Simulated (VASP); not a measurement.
Write the native input for VASP 6.6.1 that does the following.

```
Task                   : single point
Functional             : LDA
Potentials or basis    : VASP PAW LDA potentials, release 64 (Si)
Cutoff                 : 520 eV
k mesh                 : 9 × 7 × 3
Occupations            : gaussian, width 0.03 eV
Spin                   : no spin polarisation
Dipole correction      : no
Further INCAR settings : ALGO = Normal; EDIFF = 1e-06; NBANDS = 36; ISYM = 0
```

The structure of Si lies in POSCAR:

```
Si
1.0
    0.0000000000      0.0000000000     -3.8165079742
   -3.3010168595     -3.3010168595     -1.9082539871
  -11.5535590082      8.2525421487      0.9541269936
Si
12
Direct
    0.8455121040      0.5054424587      0.2737333333
    0.1788454373      0.1721091254      0.9404000000
    0.5121787706      0.3387757921      0.6070666667
    0.4878212294      0.2208242079      0.2737333333
    0.8211545627     -0.1125091254      0.9404000000
    0.1544878960      0.0541575413      0.6070666667
    0.0596151458     -0.0298151458      0.0596302915
    0.3929484791     -0.3631484791      0.7262969582
    0.7262818124     -0.1964818124      0.3929636249
    0.2737181876     -0.2439181876      0.4878363751
    0.6070515209     -0.0772515209      0.1545030418
    0.9403848542     -0.4105848542      0.8211697085
```

These files were run (other wordings do the same):

INCAR

```
PREC     = Accurate       # precision mode
ENCUT    = 520            # plane-wave cutoff, eV
EDIFF    = 1E-6           # SCF threshold, eV
ISMEAR   = 0              # smearing method
SIGMA    = 0.03           # smearing width, eV
LREAL    = F              # projectors in reciprocal space
LASPH    = T              # aspherical terms in the spheres
NELM     = 80             # most SCF steps
ALGO     = Normal         # electronic algorithm
ISIF     = 2              # what is computed and relaxed
LWAVE    = F              # write WAVECAR
LCHARG   = T              # write CHGCAR
LELF     = T              # ELF
LVHAR    = T            
NBANDS   = 36             # bands
ISYM     = 0
```

KPOINTS

```
regular mesh
0
Gamma
  9 7 3
```

Potentials or basis: VASP PAW LDA potentials, release 64 (Si).

Launch:

```bash
$ cat potpaw_LDA.64/Si/POTCAR > POTCAR
$ mpirun -np 1 vasp_std > vasp.out
```

It gave:

```yaml
Pressure: 4.0 GPa
Largest_force: 7.023 eV/Å
Band_gap_on_the_k_mesh: zero (bands 24 and 25 overlap by 0.47 eV)
```

Caveat: the cell stands under pressure; semilocal functionals underestimate gaps, and a narrow one can read as zero; forces of over 1 eV/Å act on the atoms, so gaps and moduli don't describe the material at rest.

It took 9.7 min on 1 thread of Intel(R) Xeon(R) 6975P-C (Granite Rapids), with other jobs on the host, peak memory 0.64 GiB.
